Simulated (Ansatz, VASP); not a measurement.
PbSe in VASP and in Ansatz

Contents of INCAR:

```
PREC = Accurate
ENCUT = 520
EDIFF = 1E-7
ISMEAR = 0
SIGMA = 0.03
LREAL = False
LASPH = True
NELM = 80
ALGO = Normal
ISIF = 2
LWAVE = False
LCHARG = False
GGA = CA
NBANDS = 17
```

The input KPOINTS:

```
Automatic mesh
0
Gamma
  10 10 10
```

POSCAR

```
PbSe
1.0
    0.0000000000      3.4373201948      2.4301853777
    3.4373201948      0.0000000000      2.4301853777
    3.4373201948      3.4373201948      0.0000000000
Pb Se
1 1
Direct
    0.0000000000      0.0000000000      0.0000000000
    0.5000000000      0.5000000000      0.5000000000
```

Input for Ansatz:

```yaml
crystal:
  lattice:
    - [0.0, 3.4373201948, 2.4301853777]
    - [3.4373201948, 0.0, 2.4301853777]
    - [3.4373201948, 3.4373201948, 0.0]
  atoms:
    - { symbol: Pb, position: [0.0, 0.0, 0.0] }
    - { symbol: Se, position: [0.5, 0.5, 0.5] }
basis:
  ecutwfc: 420
kpoints:
  mp_grid: { grid: [10, 10, 10] }
hamiltonian:
  xc: lda
scf:
  occupations: { method: gaussian, width: 0.03 }
output:
  forces: true
  stress: true
  eigenvalues: true
```

Alike in both runs: task single point; functional LDA; k mesh 10 × 10 × 10; occupations gaussian, width 0.03 eV; no spin polarisation.

|  | VASP | Ansatz |
| --- | --- | --- |
| version | VASP 6.6.1 | Ansatz 0.2.0 |
| potentials or method | VASP PAW LDA potentials, release 64 (Pb_d, Se), cutoff 520 eV | scalar-relativistic, plane waves, PAW |
| valence electrons in the cell | 20 | 30 |

Ansatz gave:

| Quantity | Value |
| --- | --- |
| gap on the k mesh at the Fermi level (eV) | none |
| pressure (GPa) | 12.6 |
| traceless stress, the component that is largest in VASP (GPa) | 33.53 |

Q: What did VASP give for the same quantities?

A: gap on the k mesh at the Fermi level (eV): none; pressure (GPa): 12.7; traceless stress, the component that is largest in VASP (GPa): 33.67.

LDA's correlation is that of Perdew and Zunger in VASP and of Perdew and Wang (1992) in Ansatz. A gap of «none» marks a metal or a gap that the smearing closes. VASP's potentials hold 20 valence electrons a cell and Ansatz's 30, so a difference there can come from the potentials and not from the codes.

Neither program's run includes spin-orbit coupling.
